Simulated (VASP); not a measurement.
Here is a VASP 6.6.1 calculation.

The input INCAR:

```
SYSTEM = Dy3Re
  PREC = Accurate
  ENCUT = 600
  EDIFF = 1E-6
  ISMEAR = 0
  SIGMA = 0.1
  LREAL = .False.
  LASPH = .True.
  NELM = 200
  ALGO = Normal
  ISIF = 2
  LWAVE = .False.
  LCHARG = .False.
  GGA = PE
  NBANDS = 25
  GGA_COMPAT = .False.
  LMAXMIX = 6
```

File KPOINTS:

```
Automatic mesh
0
Gamma
  12 12 12
  0 0 0
```

File POSCAR:

```
Dy3Re
1.0
    0.0000000000      3.6318811522      3.6318811522
    3.6318811522      0.0000000000      3.6318811522
    3.6318811522      3.6318811522      0.0000000000
Dy Re
3 1
Direct
    0.2500000000      0.2500000000      0.2500000000
    0.7500000000      0.7500000000      0.7500000000
    0.5000000000      0.5000000000      0.5000000000
    0.0000000000      0.0000000000      0.0000000000
```

Potentials or basis: VASP PAW PBE potentials, release 64 (Dy_3, Re), 4f in core.

Command:

```bash
$ cat potpaw_PBE.64/Dy_3/POTCAR potpaw_PBE.64/Re/POTCAR > POTCAR
$ mpirun -np 1 vasp_std > vasp.out
```

**Question.** What does it give for the band gap on the k mesh?

**Answer.** Zero (bands 17 and 18 overlap by 1.66 eV).

**Question.** What does it give for the pressure?

**Answer.** 0.4 GPa.

Caveat: spin-orbit coupling is left out, which moves the levels of the heavy elements; the 4f electrons are frozen in the core, so they carry no moment and show no levels. Spin polarisation is off, so any magnetic state and its effect on volume and gap are missing.
